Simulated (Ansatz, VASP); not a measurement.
**H in VASP and in Ansatz**

File INCAR:

```
SYSTEM = H
PREC = Accurate
ENCUT = 520
EDIFF = 1E-8
ISMEAR = -1
SIGMA = 0.05
LREAL = .False.
LASPH = .True.
NELM = 60
ALGO = Normal
ISIF = 2
LWAVE = .False.
LCHARG = .False.
GGA = PE
LEFG = .True.
NBANDS = 6
```

The input KPOINTS:

```
Automatic mesh
0
Gamma
  20 20 20
  0 0 0
```

File POSCAR:

```
H
1.0
    0.0000000000      1.1264061985      1.1264061985
    1.1264061985      0.0000000000      1.1264061985
    1.1264061985      1.1264061985      0.0000000000
H
1
Direct
    0.0000000000      0.0000000000      0.0000000000
```

Input for Ansatz:

```yaml
crystal:
  lattice:
    - [0.0, 1.1264061985, 1.1264061985]
    - [1.1264061985, 0.0, 1.1264061985]
    - [1.1264061985, 1.1264061985, 0.0]
  atoms:
    - { symbol: H, position: [0.0, 0.0, 0.0] }
kpoints:
  mp_grid: { grid: [20, 20, 20] }
scf:
  occupations: { method: fermi_dirac, width: 0.05 }
hamiltonian:
  xc: pbe
  pseudopotentials: { kind: paw }
output:
  forces: true
  stress: true
  eigenvalues: true
  efg: { contact_densities: true }
```

Change from the starting cell: volume scaled by 0.96, PAW files.

Alike in both runs: task electric field gradients; functional PBE; k mesh 20 × 20 × 20; occupations fermi-dirac, width 0.05 eV; no spin polarisation.

|  | VASP | Ansatz |
| --- | --- | --- |
| version | VASP 6.6.1 | Ansatz 0.2.0 |
| potentials or method | VASP PAW PBE potentials, release 64 (H) | PAW with Ansatz's default frozen-core files, scalar-relativistic |
| plane-wave cutoff (eV) | 520 | 420 |
| valence electrons in the cell | 1 | 1 |

Ansatz gave:

- pressure (GPa): 4.6

**Question.** What did VASP give for the same quantities?

**Answer.** Pressure (GPa): 3.9.

The functional is the same, so the differences come from potentials, cutoffs and numerics.
